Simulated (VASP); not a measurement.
# Fe in VASP: notebook

Fe is run at these levels: PBE; tasks: single point.

All numbers are computed with VASP 6.6.1; they aren't measurements. Logs are shortened: lines on timing, memory, paths and dates and some standing lists are left out, and cuts for length are marked.

### Step 1. The cell of the first run

The cell holds a wire or tube with vacuum around it, 4 atoms: a = 11.300 Å, b = 9.300 Å, c = 4.414 Å, α = 90.00°, β = 90.00°, γ = 90.00°.

### Step 2. Single point, PBE, collinear spin, ferromagnetic start

File INCAR:

```
ALGO     = Normal         # electronic algorithm
EDIFF    = 1E-7           # SCF threshold, eV
ENCUT    = 520            # plane-wave cutoff, eV
GGA      = PE             # functional
ISIF     = 2              # what is computed and relaxed
ISMEAR   = 0              # smearing method
ISPIN    = 2              # spin polarisation
LASPH    = True           # aspherical terms in the spheres
LCHARG   = True           # write CHGCAR
LELF     = True           # ELF
LMAXMIX  = 4              # l up to which the mixer works
LORBIT   = 11             # projections on sites
LREAL    = False          # projectors in reciprocal space
LVHAR    = True         
LWAVE    = False          # write WAVECAR
MAGMOM   = 2.44 2.44 2.44 2.44 # initial moments
NBANDS   = 28             # bands
NELM     = 150            # most SCF steps
PREC     = Accurate       # precision mode
SIGMA    = 0.05           # smearing width, eV
```

File KPOINTS:

```
k-points
0
Gamma
  1 1 15
```

File POSCAR:

```
Fe
1.0
   11.3000000000      0.0000000000      0.0000000000
    0.0000000000      9.3000000000      0.0000000000
    0.0000000000      0.0000000000      4.4139959129
Fe
4
Direct
    0.3974624843      0.5000000000      0.0000000000
    0.3974624843      0.5000000000      0.5000000000
    0.6025375157      0.5000000000      0.0000000000
    0.6025375157      0.5000000000      0.5000000000
```

Potentials or basis: VASP PAW PBE potentials, release 64 (Fe).

Command:

```sh
> cat potpaw_PBE.64/Fe/POTCAR > POTCAR
> mpirun -np 1 vasp_std > vasp.out
```

OUTCAR:

```text
EDIFF = 1E-7
   ENCUT = 520
   GGA = PE
   ISIF = 2
   ISMEAR = 0
   ISPIN = 2
   LASPH = True
   LORBIT = 11
   LREAL = False
   NELM = 150
   PREC = Accurate

 ion  position               nearest neighbor table
   1  0.397  0.500  0.000-   2 2.21   2 2.21   3 2.32
   2  0.397  0.500  0.500-   1 2.21   1 2.21   4 2.32
   3  0.603  0.500  0.000-   4 2.21   4 2.21   1 2.32
   4  0.603  0.500  0.500-   3 2.21   3 2.21   2 2.32

  LATTYP: Found a simple orthorhombic cell.
 ALAT       =     4.4139959129
 B/A-ratio  =     2.1069344384
 C/A-ratio  =     2.5600386187

  Lattice vectors:

 A1 = (   0.0000000000,   0.0000000000,  -4.4139959129)
 A2 = (   0.0000000000,   9.3000000000,   0.0000000000)
 A3 = (  11.3000000000,   0.0000000000,   0.0000000000)

Analysis of symmetry for initial positions (statically):
=====================================================================
 Subroutine PRICEL returns following result:

  LATTYP: Found a simple orthorhombic cell.
 ALAT       =     2.2069979564
 B/A-ratio  =     4.2138688769
 C/A-ratio  =     5.1200772375

  Lattice vectors:

 A1 = (   0.0000000000,   0.0000000000,  -2.2069979564)
 A2 = (   0.0000000000,   9.3000000000,   0.0000000000)
 A3 = (  11.3000000000,   0.0000000000,   0.0000000000)

   2 primitive cells build up your supercell.

 Routine SETGRP: Setting up the symmetry group for a
 simple orthorhombic supercell.

 Subroutine GETGRP returns: Found  8 space group operations
 (whereof  8 operations were pure point group operations)
 out of a pool of  8 trial point group operations.

The static configuration has the point symmetry D_2h.

Analysis of symmetry for dynamics (positions and initial velocities):
=====================================================================
 Subroutine PRICEL returns following result:

  LATTYP: Found a simple orthorhombic cell.
 ALAT       =     2.2069979564
 B/A-ratio  =     4.2138688769
 C/A-ratio  =     5.1200772375

  Lattice vectors:

 A1 = (   0.0000000000,   0.0000000000,  -2.2069979564)
 A2 = (   0.0000000000,   9.3000000000,   0.0000000000)
 A3 = (  11.3000000000,   0.0000000000,   0.0000000000)

   2 primitive cells build up your supercell.

 Routine SETGRP: Setting up the symmetry group for a
 simple orthorhombic supercell.

 Subroutine GETGRP returns: Found  8 space group operations
 (whereof  8 operations were pure point group operations)
 out of a pool of  8 trial point group operations.

The dynamic configuration has the point symmetry D_2h.

Analysis of structural, dynamic, and magnetic symmetry:
=====================================================================
 Subroutine PRICEL returns following result:

  LATTYP: Found a simple orthorhombic cell.
 ALAT       =     2.2069979564
 B/A-ratio  =     4.2138688769
 C/A-ratio  =     5.1200772375

  Lattice vectors:

 A1 = (   0.0000000000,   0.0000000000,  -2.2069979564)
 A2 = (   0.0000000000,   9.3000000000,   0.0000000000)
 A3 = (  11.3000000000,   0.0000000000,   0.0000000000)

   2 primitive cells build up your supercell.

 Routine SETGRP: Setting up the symmetry group for a
 simple orthorhombic supercell.

 Subroutine GETGRP returns: Found  8 space group operations
 (whereof  8 operations were pure point group operations)
 out of a pool of  8 trial point group operations.

The overall configuration has the point symmetry D_2h.

 Subroutine INISYM returns: Found  8 space group operations
 (whereof  8 operations are pure point group operations),
 and found     2 'primitive' translations

----------------------------------------------------------------------------------------

                                     Primitive cell

  volume of cell :     231.9334

  direct lattice vectors                    reciprocal lattice vectors
     0.000000000  0.000000000 -2.206997956     0.000000000  0.000000000 -0.453104180
     0.000000000  9.300000000  0.000000000     0.000000000  0.107526882  0.000000000
    11.300000000  0.000000000  0.000000000     0.088495575  0.000000000  0.000000000

  length of vectors
     2.206997956  9.300000000 11.300000000     0.453104180  0.107526882  0.088495575

  position of ions in fractional coordinates (direct lattice)
     0.000000000  0.500000000  0.397462484
     0.000000000  0.500000000  0.602537516

  ion indices of the primitive-cell ions
   primitive index   ion index
                 1           1
                 2           3

----------------------------------------------------------------------------------------

 KPOINTS: k-points

Automatic generation of k-mesh.
 Grid dimensions read from file:
 generate k-points for:    1    1   15

 Generating k-lattice:

  Cartesian coordinates                     Fractional coordinates (reciprocal lattice)
     0.088495575  0.000000000  0.000000000     1.000000000  0.000000000  0.000000000
     0.000000000  0.107526882  0.000000000     0.000000000  1.000000000  0.000000000
     0.000000000  0.000000000  0.015103473     0.000000000  0.000000000  0.066666667

  Length of vectors
     0.088495575  0.107526882  0.015103473

  Shift w.r.t. Gamma in fractional coordinates (k-lattice)
     0.000000000  0.000000000  0.000000000

 Subroutine IBZKPT returns following result:
 ===========================================

 Found      8 irreducible k-points:

 Following reciprocal coordinates:
            Coordinates               Weight
  0.000000  0.000000  0.000000      1.000000
  0.000000  0.000000  0.066667      2.000000
  0.000000  0.000000  0.133333      2.000000
  0.000000  0.000000  0.200000      2.000000
  0.000000  0.000000  0.266667      2.000000
  0.000000  0.000000  0.333333      2.000000
  0.000000  0.000000  0.400000      2.000000
  0.000000  0.000000  0.466667      2.000000
   k-points           NKPTS =      8   k-points in BZ     NKDIM =      8   number of bands    NBANDS=     28
   number of dos      NEDOS =    301   number of ions     NIONS =      4
   total plane-waves  NPLWV = 211680
   dimension x,y,z NGX =    84 NGY =   70 NGZ =   36
   dimension x,y,z NGXF=   168 NGYF=  140 NGZF=   72
   ions per type =               4
   NGX,Y,Z   is equivalent  to a cutoff of  12.36, 12.51, 13.56 a.u.
   NGXF,Y,Z  is equivalent  to a cutoff of  24.72, 25.03, 27.12 a.u.
 SYSTEM =  unknown system
   PREC   = accura    normal or accurate (medium, high low for compatibility)
   ISTART =      0    job   : 0-new  1-cont  2-samecut
   ICHARG =      2    charge: 1-file 2-atom 10-const
   ISPIN  =      2    spin polarized calculation?
   LNONCOLLINEAR =      F non collinear calculations
   LSORBIT =      F    spin-orbit coupling
   LASPH  =      T    aspherical Exc in radial PAW
   ENCUT  =  520.0 eV  38.22 Ry    6.18 a.u.  21.01 17.29  8.21*2*pi/ulx,y,z
   NELM   =    150;   NELMIN=  2; NELMDL= -5     # of ELM steps
   EDIFF  = 0.1E-06   stopping-criterion for ELM
   LREAL  =      F    real-space projection
   EDIFFG = 0.1E-05   stopping-criterion for IOM
   NSW    =      0    number of steps for IOM
   IBRION =     -1    ionic relax: 0-MD 1-quasi-New 2-CG
   NFREE  =      0    steps in history (QN), initial steepest desc. (CG)
   ISIF   =      2    stress and relaxation
   ISYM   =      2    0-nonsym 1-usesym 2-fastsym
   POTIM  = 0.5000    time-step for ionic-motion
   TEBEG  =    0.0;   TEEND  =   0.0 temperature during run
   PSTRESS=    0.0 pullay stress
   NELECT =      32.0000    total number of electrons
   NUPDOWN=      -1.0000    fix difference up-down
   EMIN   =  10.00;   EMAX   =-10.00  energy-range for DOS
   EFERMI =   0.00;   METHOD = LEGACY
   ISMEAR =     0;   SIGMA  =   0.05  broadening in eV -4-tet -1-fermi 0-gaus
   EFERMI_NEDOS =   21; number of points for ismear=-14 and -15
   IALGO  =     38    algorithm
   IMIX   =      4    mixing-type and parameters
     AMIX     =   0.40;   BMIX     =  1.00
     AMIX_MAG =   1.60;   BMIX_MAG =  1.00
  volume/ion in A,a.u.               =     115.97       782.58
  Fermi-wavevector in a.u.,A,eV,Ry     =   0.671419  1.268798  6.133556  0.450804
  Thomas-Fermi vector in A             =   1.747233
   LORBIT       =     11    0 simple, 1 ext, 2 COOP (PROOUT), +10 PAW based schemes
   GGA     = PE    functional components
   LHFCALC =     F    Hartree Fock is set to
   AEXX    =    0.0000 exact exchange contribution
   IVDW    =     0    specifies the selected vdW correction
   LEPSILON=     F    determine dielectric tensor
   LRPA    =     F    only Hartree local field effects (RPA)
 spin polarized calculation
 Gauss-broadening in eV      SIGMA  =   0.05
  energy-cutoff  :      520.00
  volume of cell :      463.87
 maximum number of plane-waves:     12508
   NGX = 43   NGY = 35   NGZ = 17

 number of electron      32.0000023 magnetization       9.8028757

 number of electron      32.0000023 magnetization      11.3451153

 Free energy of the ion-electron system (eV)
  ---------------------------------------------------
  ext. energy  EPLUGINS =         0.00000000
  ---------------------------------------------------
  free energy    TOTEN  =       -22.62879573 eV

  energy without entropy =      -22.62047443  energy(sigma->0) =      -22.62463508

 E-fermi :  -2.9438     XC(G=0):  -2.8714

 val. band max:       -2.9534095830   @ k =   0.0000   0.0000   0.0000
 cond. band min:      -2.9403368059   @ k =   0.0000   0.0000   0.4000
 fundamental gap:      0.0130727771
 Fermi energy:        -2.9438178934

 spin component 1

 k-point     1 :       0.0000    0.0000    0.0000
  band No.  band energies     occupation
      1      -8.1668      1.00000
      2      -7.2481      1.00000
      3      -7.1018      1.00000
      4      -6.5263      1.00000
      5      -6.5171      1.00000
      6      -6.2670      1.00000
[... 20 lines left out ...]
     27       0.7203      0.00000
     28       1.4439      0.00000

 k-point     2 :       0.0000    0.0000    0.0667
  band No.  band energies     occupation
      1      -8.1195      1.00000
      2      -7.2017      1.00000
      3      -7.0813      1.00000
      4      -6.5103      1.00000
      5      -6.4968      1.00000
      6      -6.2586      1.00000
[... 178 lines left out ...]
 k-point     8 :       0.0000    0.0000    0.4667
  band No.  band energies     occupation
      1      -6.4959      1.00000
      2      -6.4291      1.00000
      3      -5.9357      1.00000
      4      -5.8835      1.00000
      5      -5.6589      1.00000
      6      -5.6509      1.00000
[... 20 lines left out ...]
     27       0.5786      0.00000
     28       1.1422      0.00000
 Fermi energy:        -2.9438178934

 spin component 2

 k-point     1 :       0.0000    0.0000    0.0000
  band No.  band energies     occupation
      1      -7.4144      1.00000
      2      -5.6688      1.00000
      3      -5.3113      1.00000
      4      -4.7626      1.00000
      5      -4.5187      1.00000
      6      -4.0021      1.00000
[... 20 lines left out ...]
     27       0.8735      0.00000
     28       1.6169      0.00000

 k-point     2 :       0.0000    0.0000    0.0667
  band No.  band energies     occupation
      1      -7.3709      1.00000
      2      -5.6186      1.00000
      3      -5.2955      1.00000
      4      -4.7403      1.00000
      5      -4.4989      1.00000
      6      -3.9795      1.00000
[... 178 lines left out ...]
 k-point     8 :       0.0000    0.0000    0.4667
  band No.  band energies     occupation
      1      -5.6593      1.00000
      2      -5.3426      1.00000
      3      -3.7446      1.00000
      4      -3.7212      1.00000
      5      -3.6397      1.00000
      6      -3.5806      1.00000
[... 20 lines left out ...]
     27       1.3745      0.00000
     28       1.8052      0.00000

------------------------ aborting loop because EDIFF is reached ----------------------------------------

  FORCE on cell =-STRESS in cart. coord.  units (eV):
  Direction    XX          YY          ZZ          XY          YZ          ZX
  --------------------------------------------------------------------------------------
  -------------------------------------------------------------------------------------
  Total       -1.9556986     -0.0455098      4.8810545      0.0000000      0.0000000      0.0000000
  in kB       -6.7549040     -0.1571891     16.8589654      0.0000000      0.0000000      0.0000000
  external PRESSURE =       3.3156241 kB  Pullay stress =       0.0000000 kB

 VOLUME and BASIS-vectors are now :
 -----------------------------------------------------------------------------
  energy-cutoff  :      520.00
  volume of cell :      463.87
      direct lattice vectors                 reciprocal lattice vectors
    11.300000000  0.000000000  0.000000000     0.088495575  0.000000000  0.000000000
     0.000000000  9.300000000  0.000000000     0.000000000  0.107526882  0.000000000
     0.000000000  0.000000000  4.413995913     0.000000000  0.000000000  0.226552090

 POSITION                                       TOTAL-FORCE (eV/Angst)
 -----------------------------------------------------------------------------------
      4.49133      4.65000      0.00000         0.430993      0.000000      0.000000
      4.49133      4.65000      2.20700         0.430993      0.000000      0.000000
      6.80867      4.65000      0.00000        -0.430993     -0.000000     -0.000000
      6.80867      4.65000      2.20700        -0.430993     -0.000000      0.000000
 -----------------------------------------------------------------------------------
    total drift:                                0.000000     -0.000000      0.000000

  FREE ENERGIE OF THE ION-ELECTRON SYSTEM (eV)
  ---------------------------------------------------
  free  energy   TOTEN  =       -22.6287957321 eV

  energy  without entropy=      -22.6204744291  energy(sigma->0) =      -22.62463508

 total charge

# of ion       s       p       d       tot
------------------------------------------
    1        0.516   0.247   6.284   7.046
    2        0.516   0.247   6.284   7.046
    3        0.516   0.247   6.284   7.046
    4        0.516   0.247   6.284   7.046
--------------------------------------------------
tot          2.063   0.986  25.135  28.184

 magnetization (x)

# of ion       s       p       d       tot
------------------------------------------
    1        0.032   0.012   2.625   2.670
    2        0.032   0.012   2.625   2.670
    3        0.032   0.012   2.625   2.670
    4        0.032   0.012   2.625   2.670
--------------------------------------------------
tot          0.128   0.049  10.502  10.679
```

Run time: 5.4 min. Hardware: 1 thread of Intel Xeon Platinum 8488C (Sapphire Rapids), shared host; peak memory 0.67 GiB.

What came out:

* Free energy: -22.6288 eV
* Largest force: 0.431 eV/Å
* Net moment: 11.35 μB per cell
* Site moments: Fe +2.67 μB
* Valence electrons inside the program's atomic spheres: Fe 7.05

Forces in eV/Å, atoms in the order of the input:
```
Fe   0.431  0.000  0.000
Fe   0.431  0.000  0.000
Fe  -0.431  0.000  0.000
Fe  -0.431  0.000  0.000
```

Levels at points of the mesh, in eV from the Fermi level:
Spin up:
| k point | band 20 | band 21 | band 22 | band 23 | band 24 | band 25 |
| --- | --- | --- | --- | --- | --- | --- |
| (0.00, 0.00, 0.00) | -0.54 | -0.23 | 0.20 | 0.56 | 1.09 | 2.80 |
Spin down:
| k point | band 6 | band 7 | band 8 | band 9 | band 10 | band 11 | band 12 | band 13 | band 14 | band 15 |
| --- | --- | --- | --- | --- | --- | --- | --- | --- | --- | --- |
| (0.00, 0.00, 0.00) | -1.06 | -0.91 | -0.51 | -0.45 | -0.41 | -0.01 | 0.50 | 0.60 | 0.78 | 1.24 |

### Step 3. Single point, PBE, collinear spin, ferromagnetic start

This run uses another cell than the first one.

File INCAR:

```
PREC = Accurate
ENCUT = 520
EDIFF = 1E-7
ISMEAR = 0
SIGMA = 0.05
LREAL = F
LASPH = T
NELM = 150
ALGO = Normal
ISIF = 2
LWAVE = F
LCHARG = T
ISPIN = 2
MAGMOM = 2.44 2.44 2.44 2.44
LORBIT = 11
LMAXMIX = 4
GGA = PE
LELF = T
LVHAR = T
NBANDS = 28
```

File KPOINTS:

```
regular mesh
0
Gamma
  1 1 15
```

File POSCAR:

```
Fe
1.0
   11.3000000000      0.0000000000      0.0000000000
    0.0000000000      9.3000000000      0.0000000000
    0.0000000000      0.0000000000      4.8242569733
Fe
4
Direct
    0.4040364226      0.5000000000      0.0000000000
    0.4040364226      0.5000000000      0.5000000000
    0.5959635774      0.5000000000      0.0000000000
    0.5959635774      0.5000000000      0.5000000000
```

Potentials or basis: VASP PAW PBE potentials, release 64 (Fe).

Command:

```sh
> cat potpaw_PBE.64/Fe/POTCAR > POTCAR
> mpirun -np 1 vasp_std > vasp.out
```

Wall time 6.1 min (1 thread of Intel Xeon Platinum 8488C (Sapphire Rapids), shared host); peak memory 0.69 GiB.

It converged, with:

```yaml
Free_energy: -22.9449 eV
Largest_force: 0.057 eV/Å
Net_moment: 12.53 μB per cell
Site_moments: Fe +2.91 μB
Valence_electrons_inside_the_program's_atomic_spheres: Fe 6.96
```

Forces in eV/Å, atoms in the order of the input:
```
Fe   0.057  0.000  0.000
Fe   0.057  0.000  0.000
Fe  -0.057  0.000  0.000
Fe  -0.057  0.000  0.000
```

Levels at points of the mesh, in eV from the Fermi level:
Spin up:
```
           k point  band 20  band 21  band 22  band 23  band 24  band 25
(0.00, 0.00, 0.00)    -0.96    -0.78    -0.16     0.65     1.33     1.68
```
Spin down:
| k point | band 6 | band 7 | band 8 | band 9 | band 10 | band 11 | band 12 | band 13 | band 14 | band 15 |
| --- | --- | --- | --- | --- | --- | --- | --- | --- | --- | --- |
| (0.00, 0.00, 0.00) | -1.05 | -0.75 | -0.33 | -0.18 | -0.06 | 0.41 | 0.45 | 0.96 | 1.12 | 1.19 |
